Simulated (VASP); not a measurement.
# SnO (F-43m) in VASP: settings compared, part 2 of 2

VASP 6.6.1. Earlier steps stand in the parts before.

### 4 Single point, r2SCAN

POSCAR reads:

```
SnO
1.0
    0.0000000000      2.7082147584      2.7082147584
    2.7082147584      0.0000000000      2.7082147584
    2.7082147584      2.7082147584      0.0000000000
Sn O
1 1
Direct
    0.0000000000      0.0000000000      0.0000000000
    0.2500000000      0.2500000000      0.2500000000
```

INCAR.step1 reads:

```
PREC     = Accurate       # precision mode
ENCUT    = 520            # plane-wave cutoff, eV
ISMEAR   = -1             # smearing method
SIGMA    = 0.02           # smearing width, eV
LREAL    = F              # projectors in reciprocal space
LASPH    = T              # aspherical terms in the spheres
NELM     = 80             # most SCF steps
NBANDS   = 17             # bands
GGA      = PE             # functional
ALGO     = Normal         # electronic algorithm
EDIFF    = 1E-4           # SCF threshold, eV
LWAVE    = T              # write WAVECAR
LCHARG   = F              # write CHGCAR
```

INCAR.step2 reads:

```
PREC     = Accurate       # precision mode
ENCUT    = 520            # plane-wave cutoff, eV
EDIFF    = 1E-7           # SCF threshold, eV
ISMEAR   = -1             # smearing method
SIGMA    = 0.02           # smearing width, eV
LREAL    = F              # projectors in reciprocal space
LASPH    = T              # aspherical terms in the spheres
NELM     = 80             # most SCF steps
ALGO     = Normal         # electronic algorithm
ISIF     = 2              # what is computed and relaxed
LWAVE    = F              # write WAVECAR
LCHARG   = F              # write CHGCAR
METAGGA  = R2SCAN         # meta-GGA
LMIXTAU  = T            
NBANDS   = 17             # bands
ISTART   = 1
```

KPOINTS reads:

```
Automatic mesh
0
Gamma
  8 8 8
```

Potentials or basis: VASP PAW PBE potentials, release 64 (Sn_d, O).

The run is started by

```console
> cat potpaw_PBE.64/Sn_d/POTCAR potpaw_PBE.64/O/POTCAR > POTCAR
> cp INCAR.step1 INCAR
> mpirun -np 1 vasp_std > vasp.out
> cp INCAR.step2 INCAR
> mpirun -np 1 vasp_std > vasp.out
```

OUTCAR:

```text
PREC = Accurate
   ENCUT = 520
   EDIFF = 1E-7
   ISMEAR = -1
   LREAL = F
   LASPH = T
   NELM = 80
   ISIF = 2
   METAGGA = R2SCAN
   ISTART = 1

 ion  position               nearest neighbor table
   1  0.000  0.000  0.000-   2 2.35   2 2.35   2 2.35   2 2.35
   2  0.250  0.250  0.250-   1 2.35   1 2.35   1 2.35   1 2.35

  LATTYP: Found a face centered cubic cell.
 ALAT       =     5.4164295168

  Lattice vectors:

 A1 = (   0.0000000000,   2.7082147584,   2.7082147584)
 A2 = (   2.7082147584,   0.0000000000,   2.7082147584)
[... 647 lines left out ...]
      4     -16.3870      2.00000
      5     -16.3759      2.00000
      6     -13.3727      2.00000
[... 9 lines left out ...]
     16      18.9582      0.00000
     17      20.7609      0.00000

 [... further k-points ...]
[... 5 lines left out ...]
  --------------------------------------------------------------------------------------
  -------------------------------------------------------------------------------------
  Total        0.0803943      0.0803943      0.0803943     -0.0000000      0.0000000      0.0000000
  in kB        3.2423247      3.2423247      3.2423247     -0.0000000      0.0000000      0.0000000
  external PRESSURE =       3.2423247 kB  Pullay stress =       0.0000000 kB

 VOLUME and BASIS-vectors are now :
 -----------------------------------------------------------------------------
  energy-cutoff  :      520.00
  volume of cell :       39.73
      direct lattice vectors                 reciprocal lattice vectors
     0.000000000  2.708214758  2.708214758    -0.184623468  0.184623468  0.184623468
     2.708214758  0.000000000  2.708214758     0.184623468 -0.184623468  0.184623468
     2.708214758  2.708214758  0.000000000     0.184623468  0.184623468 -0.184623468

 POSITION                                       TOTAL-FORCE (eV/Angst)
 -----------------------------------------------------------------------------------
      0.00000      0.00000      0.00000        -0.000000     -0.000000     -0.000000
      1.35411      1.35411      1.35411         0.000000      0.000000      0.000000
 -----------------------------------------------------------------------------------
    total drift:                               -0.000002     -0.000002     -0.000002

  FREE ENERGIE OF THE ION-ELECTRON SYSTEM (eV)
  ---------------------------------------------------
  free  energy   TOTEN  =       -32.1997748230 eV

  energy  without entropy=      -32.1993636757  energy(sigma->0) =      -32.19956925
```

OSZICAR.step1:

```text
N       E                     dE             d eps       ncg     rms          rms(c)
DAV:   1     0.150204939633E+03    0.15020E+03   -0.10574E+04  1026   0.165E+03
DAV:   2     0.229092073493E+01   -0.14791E+03   -0.14183E+03  1082   0.380E+02
DAV:   3    -0.122889451936E+02   -0.14580E+02   -0.14514E+02  1176   0.108E+02
DAV:   4    -0.126166837749E+02   -0.32774E+00   -0.32759E+00  1164   0.175E+01
DAV:   5    -0.126260730331E+02   -0.93893E-02   -0.93888E-02  1281   0.283E+00    0.870E+00
DAV:   6    -0.107532744138E+02    0.18728E+01   -0.13934E+01  1469   0.425E+01    0.532E+00
DAV:   7    -0.104736631958E+02    0.27961E+00   -0.25851E+00  1204   0.870E+00    0.138E+00
DAV:   8    -0.104457379349E+02    0.27925E-01   -0.14074E-01  1057   0.293E+00    0.454E-01
DAV:   9    -0.104445879443E+02    0.11500E-02   -0.11244E-02  1317   0.910E-01    0.138E-01
DAV:  10    -0.104451441057E+02   -0.55616E-03   -0.49646E-03  1458   0.512E-01    0.136E-01
DAV:  11    -0.104447990191E+02    0.34509E-03   -0.20854E-03  1461   0.278E-01    0.125E-02
DAV:  12    -0.104448053092E+02   -0.62901E-05   -0.87000E-05   551   0.646E-02
   1 F= -.10444805E+02 E0= -.10444462E+02  d E =-.686971E-03
```

Wall time 51 s (1 thread of Intel Xeon Platinum 8559C (Emerald Rapids), shared host); peak memory 0.17 GiB.

What came out:

```yaml
Free_energy: -32.1998 eV
Pressure: 0.3 GPa
Band_gap_on_the_k_mesh: zero (band 10 reaches 6.13 eV, above the bottom of band 11 at 5.94 eV)
```

Caveat: the PAW data sets were made with another functional, which shifts forces and pressure a little; spin-orbit coupling is left out, which moves the levels of the heavy elements.

### 5 Single point, PBE

This run uses another cell than the first one, of 20.54 Å³/atom, 1.034 times its volume.

INCAR reads:

```
PREC     = Accurate       # precision mode
ENCUT    = 520            # plane-wave cutoff, eV
EDIFF    = 1E-6           # SCF threshold, eV
ISMEAR   = -1             # smearing method
SIGMA    = 0.02           # smearing width, eV
LREAL    = F              # projectors in reciprocal space
LASPH    = T              # aspherical terms in the spheres
NELM     = 100            # most SCF steps
ALGO     = Normal         # electronic algorithm
ISIF     = 2              # what is computed and relaxed
LWAVE    = F              # write WAVECAR
LCHARG   = F              # write CHGCAR
GGA      = PE             # functional
NBANDS   = 17             # bands
```

KPOINTS reads:

```
regular mesh
0
Gamma
  10 10 10
```

POSCAR reads:

```
SnO
1.0
    0.0000000000      2.7385995465      2.7385995465
    2.7385995465      0.0000000000      2.7385995465
    2.7385995465      2.7385995465      0.0000000000
Sn O
1 1
Direct
    0.0000000000      0.0000000000      0.0000000000
    0.2500000000      0.2500000000      0.2500000000
```

Potentials or basis: VASP PAW PBE potentials, release 64 (Sn_d, O).

The run is started by

```console
> cat potpaw_PBE.64/Sn_d/POTCAR potpaw_PBE.64/O/POTCAR > POTCAR
> mpirun -np 1 vasp_std > vasp.out
```

OUTCAR:

```text
PREC = Accurate
   ENCUT = 520
   EDIFF = 1E-6
   ISMEAR = -1
   LREAL = F
   LASPH = T
   NELM = 100
   ISIF = 2
   GGA = PE

 ion  position               nearest neighbor table
   1  0.000  0.000  0.000-   2 2.37   2 2.37   2 2.37   2 2.37
   2  0.250  0.250  0.250-   1 2.37   1 2.37   1 2.37   1 2.37

  LATTYP: Found a face centered cubic cell.
 ALAT       =     5.4771990930

  Lattice vectors:

[... 188 lines left out ...]
      2     -15.9806      2.00000
      3     -15.9806      2.00000
      4     -15.9427      2.00000
      5     -15.9427      2.00000
      6     -12.9602      2.00000
[... 457 lines left out ...]
      4     -15.9378      2.00000
      5     -15.9252      2.00000
      6     -12.3918      2.00000
[... 9 lines left out ...]
     16      19.6615      0.00000
     17      20.5473      0.00000

 [... further k-points ...]
[... 5 lines left out ...]
  --------------------------------------------------------------------------------------
  -------------------------------------------------------------------------------------
  Total        0.0057117      0.0057117      0.0057117      0.0000000     -0.0000000      0.0000000
  in kB        0.2227704      0.2227704      0.2227704      0.0000000     -0.0000000      0.0000000
  external PRESSURE =       0.2227704 kB  Pullay stress =       0.0000000 kB

 VOLUME and BASIS-vectors are now :
 -----------------------------------------------------------------------------
  energy-cutoff  :      520.00
  volume of cell :       41.08
      direct lattice vectors                 reciprocal lattice vectors
     0.000000000  2.738599547  2.738599547    -0.182575069  0.182575069  0.182575069
     2.738599547  0.000000000  2.738599547     0.182575069 -0.182575069  0.182575069
     2.738599547  2.738599547  0.000000000     0.182575069  0.182575069 -0.182575069

 POSITION                                       TOTAL-FORCE (eV/Angst)
 -----------------------------------------------------------------------------------
      0.00000      0.00000      0.00000        -0.000000     -0.000000     -0.000000
      1.36930      1.36930      1.36930         0.000000      0.000000      0.000000
 -----------------------------------------------------------------------------------
    total drift:                               -0.000000     -0.000000     -0.000000

  FREE ENERGIE OF THE ION-ELECTRON SYSTEM (eV)
  ---------------------------------------------------
  free  energy   TOTEN  =       -10.4567748405 eV

  energy  without entropy=      -10.4561815197  energy(sigma->0) =      -10.45647818
```

stdout:

```text
POSCAR found type information on POSCAR SnO
 POSCAR found :  2 types and       2 ions
 scaLAPACK will be used
 LDA part: xc-table for (Slater+PW92), standard interpolation
 POSCAR, INCAR and KPOINTS ok, starting setup
 FFT: planning ... GRIDC
 FFT: planning ... GRID_SOFT
 FFT: planning ... GRID
 WAVECAR not read
 entering main loop
```

It took 20 s on 1 thread of Intel Xeon Platinum 8559C (Emerald Rapids), shared host; peak memory 0.18 GiB.

Results:

* Free energy: -10.4568 eV
* Pressure: 0.0 GPa
* Band gap on the k mesh: zero (band 10 reaches 5.70 eV, above the bottom of band 11 at 5.53 eV)

Levels at points of the mesh, in eV from the Fermi level:
```tsv
k point	band 7	band 8	band 9	band 10	band 11	band 12	band 13	band 14
(0.00, 0.00, 0.00)	-6.20	-3.42	-3.42	-3.42	4.45	4.45	4.45	8.89
(0.50, 0.00, 0.00)	-7.72	-3.83	-3.83	-2.31	1.75	4.60	4.60	8.54
(0.50, 0.50, 0.00)	-7.57	-4.56	-4.56	-0.48	-0.14	5.18	5.18	5.53
```

Caveat: spin-orbit coupling is left out, which moves the levels of the heavy elements.

### 6 The runs side by side

```tsv
level	potentials or basis	cell	k mesh	gap on the mesh (eV)	pressure (GPa)
LDA	VASP PAW LDA potentials, release 64 (Sn_d, O)	a = 3.830 Å, angles 60.0°, 2 atoms	8 × 8 × 8	none	-3.1
r2SCAN	VASP PAW PBE potentials, release 64 (Sn_d, O)	a = 3.830 Å, angles 60.0°, 2 atoms	8 × 8 × 8	none	0.3
PBE	VASP PAW PBE potentials, release 64 (Sn_d, O)	a = 3.873 Å, angles 60.0°, 2 atoms	10 × 10 × 10	none	0.0
```

Alike in all rows: task single point; no spin polarisation; cutoff (eV) 520; smearing fermi-dirac 0.02 eV.

Caveats: spin-orbit coupling is left out, which moves the levels of the heavy elements; the PAW data sets were made with another functional, which shifts forces and pressure a little (some runs).

Total energies depend on the potentials used, so only differences within one code and one set of settings carry meaning.
